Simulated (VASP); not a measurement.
# Sn (Im-3m) in VASP: a series of runs, part 2 of 2

VASP 6.6.1. The steps go on from the part before.

## Step 5: Single point, r2SCAN

File POSCAR:

```
Sn
1.0
   -1.8912857998      1.8912857998      1.8912857998
    1.8912857998     -1.8912857998      1.8912857998
    1.8912857998      1.8912857998     -1.8912857998
Sn
1
Direct
    0.0000000000      0.0000000000      0.0000000000
```

File INCAR.step1:

```
SYSTEM = Sn
PREC     = Accurate       ! precision mode
ENCUT    = 520            ! plane-wave cutoff, eV
ISMEAR   = 0              ! smearing method
SIGMA    = 0.1            ! smearing width, eV
LREAL    = .FALSE.        ! projectors in reciprocal space
LASPH    = .TRUE.         ! aspherical terms in the spheres
NELM     = 60             ! most SCF steps
NBANDS   = 13             ! bands
GGA      = PE             ! functional
ALGO     = Normal         ! electronic algorithm
EDIFF    = 1E-4           ! SCF threshold, eV
LWAVE    = .TRUE.         ! write WAVECAR
LCHARG   = .FALSE.        ! write CHGCAR
```

File INCAR.step2:

```
SYSTEM = Sn
PREC     = Accurate       ! precision mode
ENCUT    = 520            ! plane-wave cutoff, eV
EDIFF    = 1E-6           ! SCF threshold, eV
ISMEAR   = 0              ! smearing method
SIGMA    = 0.1            ! smearing width, eV
LREAL    = .FALSE.        ! projectors in reciprocal space
LASPH    = .TRUE.         ! aspherical terms in the spheres
NELM     = 60             ! most SCF steps
ALGO     = Normal         ! electronic algorithm
ISIF     = 2              ! what is computed and relaxed
LWAVE    = .FALSE.        ! write WAVECAR
LCHARG   = .TRUE.         ! write CHGCAR
METAGGA  = R2SCAN         ! meta-GGA
LMIXTAU  = .TRUE.       
LELF     = .TRUE.         ! ELF
LVHAR    = .TRUE.       
NBANDS   = 13             ! bands
ISTART   = 1
```

File KPOINTS:

```
regular mesh
0
G
  16 16 16
  0 0 0
```

Potentials or basis: VASP PAW PBE potentials, release 64 (Sn_d).

Run with:

```bash
> cat potpaw_PBE.64/Sn_d/POTCAR > POTCAR
> cp INCAR.step1 INCAR
> mpirun -np 1 vasp_std > vasp.out
> cp INCAR.step2 INCAR
> mpirun -np 1 vasp_std > vasp.out
```

OUTCAR:

```text
SYSTEM = Sn
   PREC = Accurate
   ENCUT = 520
   EDIFF = 1E-6
   ISMEAR = 0
   LREAL = .FALSE.
   LASPH = .TRUE.
   NELM = 60
   ISIF = 2
   METAGGA = R2SCAN
   ISTART = 1

 ion  position               nearest neighbor table
   1  0.000  0.000  0.000-

  LATTYP: Found a body centered cubic cell.
 ALAT       =     3.7825715996

  Lattice vectors:

 A1 = (  -1.8912857998,   1.8912857998,   1.8912857998)
 A2 = (   1.8912857998,  -1.8912857998,   1.8912857998)
 A3 = (   1.8912857998,   1.8912857998,  -1.8912857998)

Analysis of symmetry for initial positions (statically):
=====================================================================
 Subroutine PRICEL returns:
 Original cell was already a primitive cell.

 Routine SETGRP: Setting up the symmetry group for a
 body centered cubic supercell.

 Subroutine GETGRP returns: Found 48 space group operations
 (whereof 48 operations were pure point group operations)
 out of a pool of 48 trial point group operations.

The static configuration has the point symmetry O_h .

Analysis of symmetry for dynamics (positions and initial velocities):
=====================================================================
 Subroutine PRICEL returns:
 Original cell was already a primitive cell.

 Routine SETGRP: Setting up the symmetry group for a
 body centered cubic supercell.

 Subroutine GETGRP returns: Found 48 space group operations
 (whereof 48 operations were pure point group operations)
 out of a pool of 48 trial point group operations.

The dynamic configuration has the point symmetry O_h .

 Subroutine INISYM returns: Found 48 space group operations
 (whereof 48 operations are pure point group operations),
 and found     1 'primitive' translations

----------------------------------------------------------------------------------------

                                     Primitive cell

  volume of cell :      27.0602

  direct lattice vectors                    reciprocal lattice vectors
    -1.891285800  1.891285800  1.891285800     0.000000000  0.264370409  0.264370409
     1.891285800 -1.891285800  1.891285800     0.264370409  0.000000000  0.264370409
     1.891285800  1.891285800 -1.891285800     0.264370409  0.264370409  0.000000000

  length of vectors
     3.275803097  3.275803097  3.275803097     0.373876218  0.373876218  0.373876218

  position of ions in fractional coordinates (direct lattice)
     0.000000000  0.000000000  0.000000000

  ion indices of the primitive-cell ions
   primitive index   ion index
                 1           1

----------------------------------------------------------------------------------------

 KPOINTS: regular mesh

Automatic generation of k-mesh.
 Grid dimensions read from file:
 generate k-points for:   16   16   16

 Generating k-lattice:

  Cartesian coordinates                     Fractional coordinates (reciprocal lattice)
     0.000000000  0.016523151  0.016523151     0.062500000  0.000000000  0.000000000
     0.016523151  0.000000000  0.016523151     0.000000000  0.062500000  0.000000000
     0.016523151  0.016523151  0.000000000     0.000000000  0.000000000  0.062500000

  Length of vectors
     0.023367264  0.023367264  0.023367264

  Shift w.r.t. Gamma in fractional coordinates (k-lattice)
     0.000000000  0.000000000  0.000000000

 Subroutine IBZKPT returns following result:
 ===========================================

 Found    145 irreducible k-points:

 Following reciprocal coordinates:
            Coordinates               Weight
  0.000000  0.000000  0.000000      1.000000
  0.062500  0.000000  0.000000     12.000000
  0.125000  0.000000  0.000000     12.000000
  0.187500  0.000000  0.000000     12.000000
  0.250000  0.000000  0.000000     12.000000
  0.312500  0.000000  0.000000     12.000000
[... 16 lines left out ...]
  0.187500  0.187500  0.000000     24.000000
  0.250000  0.187500  0.000000     48.000000
 [... further k-points ...]
   k-points           NKPTS =    145   k-points in BZ     NKDIM =    145   number of bands    NBANDS=     13
   number of dos      NEDOS =    301   number of ions     NIONS =      1
   total plane-waves  NPLWV =  13824
   dimension x,y,z NGX =    24 NGY =   24 NGZ =   24
   dimension x,y,z NGXF=    48 NGYF=   48 NGZF=   48
   ions per type =               1
   NGX,Y,Z   is equivalent  to a cutoff of  12.18, 12.18, 12.18 a.u.
   NGXF,Y,Z  is equivalent  to a cutoff of  24.36, 24.36, 24.36 a.u.
 SYSTEM =  Sn
   PREC   = accura    normal or accurate (medium, high low for compatibility)
   ISTART =      1    job   : 0-new  1-cont  2-samecut
   ICHARG =      0    charge: 1-file 2-atom 10-const
   ISPIN  =      1    spin polarized calculation?
   LNONCOLLINEAR =      F non collinear calculations
   LSORBIT =      F    spin-orbit coupling
   LASPH  =      T    aspherical Exc in radial PAW
   ENCUT  =  520.0 eV  38.22 Ry    6.18 a.u.   6.09  6.09  6.09*2*pi/ulx,y,z
   NELM   =     60;   NELMIN=  2; NELMDL=  0     # of ELM steps
   EDIFF  = 0.1E-05   stopping-criterion for ELM
   LREAL  =      F    real-space projection
   EDIFFG = 0.1E-04   stopping-criterion for IOM
   NSW    =      0    number of steps for IOM
   IBRION =     -1    ionic relax: 0-MD 1-quasi-New 2-CG
   NFREE  =      0    steps in history (QN), initial steepest desc. (CG)
   ISIF   =      2    stress and relaxation
   ISYM   =      2    0-nonsym 1-usesym 2-fastsym
   POTIM  = 0.5000    time-step for ionic-motion
   TEBEG  =    0.0;   TEEND  =   0.0 temperature during run
   PSTRESS=    0.0 pullay stress
   NELECT =      14.0000    total number of electrons
   NUPDOWN=      -1.0000    fix difference up-down
   EMIN   =  10.00;   EMAX   =-10.00  energy-range for DOS
   EFERMI =   0.00;   METHOD = LEGACY
   ISMEAR =     0;   SIGMA  =   0.10  broadening in eV -4-tet -1-fermi 0-gaus
   EFERMI_NEDOS =   21; number of points for ismear=-14 and -15
   IALGO  =     38    algorithm
   IMIX   =      4    mixing-type and parameters
     AMIX     =   0.40;   BMIX     =  1.00
     AMIX_MAG =   1.60;   BMIX_MAG =  1.00
  volume/ion in A,a.u.               =      27.06       182.61
  Fermi-wavevector in a.u.,A,eV,Ry     =   1.314237  2.483548 23.500239  1.727219
  Thomas-Fermi vector in A             =   2.444504
   LORBIT       =      0    0 simple, 1 ext, 2 COOP (PROOUT), +10 PAW based schemes
   METAGGA = R2SCAN    functional components
   LHFCALC =     F    Hartree Fock is set to
   AEXX    =    0.0000 exact exchange contribution
   IVDW    =     0    specifies the selected vdW correction
   LEPSILON=     F    determine dielectric tensor
   LRPA    =     F    only Hartree local field effects (RPA)
 non-spin polarized calculation
 Gauss-broadening in eV      SIGMA  =   0.10
  energy-cutoff  :      520.00
  volume of cell :       27.06
 maximum number of plane-waves:       737
   NGX = 13   NGY = 13   NGZ = 13

 number of electron      13.9999993 magnetization

 Free energy of the ion-electron system (eV)
  ---------------------------------------------------
  ext. energy  EPLUGINS =         0.00000000
  ---------------------------------------------------
  free energy    TOTEN  =       -24.49789481 eV

  energy without entropy =      -24.49399332  energy(sigma->0) =      -24.49594407

 E-fermi :   8.0471     XC(G=0): -11.2833

 val. band max:        8.0442919635   @ k =  -0.2500   0.3750   0.1250
 cond. band min:       8.0845969120   @ k =   0.2500   0.1875   0.1250
 fundamental gap:      0.0403049485
 Fermi energy:         8.0470939820

 k-point     1 :       0.0000    0.0000    0.0000
  band No.  band energies     occupation
      1     -14.1782      2.00000
      2     -14.1781      2.00000
      3     -14.1781      2.00000
      4     -14.0234      2.00000
      5     -14.0234      2.00000
      6      -3.5967      2.00000
      7      16.5639      0.00000
      8      16.5639      0.00000
      9      16.5639      0.00000
     10      21.0086      0.00000
     11      21.0087      0.00000
     12      21.0087      0.00000
     13      21.3445      0.00000
[... 353 lines left out ...]
 k-point    24 :       0.2500    0.1875    0.0000
  band No.  band energies     occupation
      1     -14.1973      2.00000
      2     -14.1367      2.00000
      3     -14.0482      2.00000
      4     -14.0395      2.00000
      5     -13.9886      2.00000
      6      -0.2690      2.00000
      7       7.0831      2.00000
      8       9.3068      0.00000
      9      13.1673      0.00000
     10      18.5149      0.00000
     11      19.7798      0.00000
     12      22.4901      0.00000
     13      25.2280      0.00000

 [... further k-points ...]
[... 5 lines left out ...]
  --------------------------------------------------------------------------------------
  -------------------------------------------------------------------------------------
  Total        0.0044542      0.0044542      0.0044542      0.0000000      0.0000000      0.0000000
  in kB        0.2637218      0.2637218      0.2637218      0.0000000      0.0000000      0.0000000
  external PRESSURE =       0.2637218 kB  Pullay stress =       0.0000000 kB

 VOLUME and BASIS-vectors are now :
 -----------------------------------------------------------------------------
  energy-cutoff  :      520.00
  volume of cell :       27.06
      direct lattice vectors                 reciprocal lattice vectors
    -1.891285800  1.891285800  1.891285800     0.000000000  0.264370409  0.264370409
     1.891285800 -1.891285800  1.891285800     0.264370409  0.000000000  0.264370409
     1.891285800  1.891285800 -1.891285800     0.264370409  0.264370409  0.000000000

 POSITION                                       TOTAL-FORCE (eV/Angst)
 -----------------------------------------------------------------------------------
      0.00000      0.00000      0.00000         0.000000      0.000000      0.000000
 -----------------------------------------------------------------------------------
    total drift:                                0.000000      0.000000      0.000000

  FREE ENERGIE OF THE ION-ELECTRON SYSTEM (eV)
  ---------------------------------------------------
  free  energy   TOTEN  =       -24.4978948115 eV

  energy  without entropy=      -24.4939933191  energy(sigma->0) =      -24.49594407
```

It used 180 s of CPU time on 1 thread of AMD EPYC 7R13 Processor (Zen 3) (shared host).

What came out:

```yaml
Free_energy: -24.4979 eV
Pressure: 0.0 GPa
Band_gap_on_the_k_mesh: zero (band 7 reaches 16.56 eV, above the bottom of band 8 at 5.55 eV)
```

Caveat: the PAW data sets were made with another functional, which shifts forces and pressure a little; spin-orbit coupling is left out, which moves the levels of the heavy elements.

## Step 6: Overview

| cell | k mesh | smearing | gap on the mesh (eV) | pressure (GPa) |
| --- | --- | --- | --- | --- |
| a = 3.276 Å, angles 109.5°, 1 atom | 12 × 12 × 12 | gaussian 0.15 eV | none | -0.4 |
| a = 3.276 Å, angles 109.5°, 1 atom | 16 × 16 × 16 | gaussian 0.1 eV | none | 0.0 |
| a = 3.783 Å, 2 atoms | 10 × 10 × 10 | gaussian 0.15 eV | none | -0.4 |

Alike in all rows: task single point; level r2SCAN; potentials or basis VASP PAW PBE potentials, release 64 (Sn_d); no spin polarisation; cutoff (eV) 520.

Caveats: the PAW data sets were made with another functional, which shifts forces and pressure a little; spin-orbit coupling is left out, which moves the levels of the heavy elements.

Absolute energies hang on the potentials; compare differences alone.
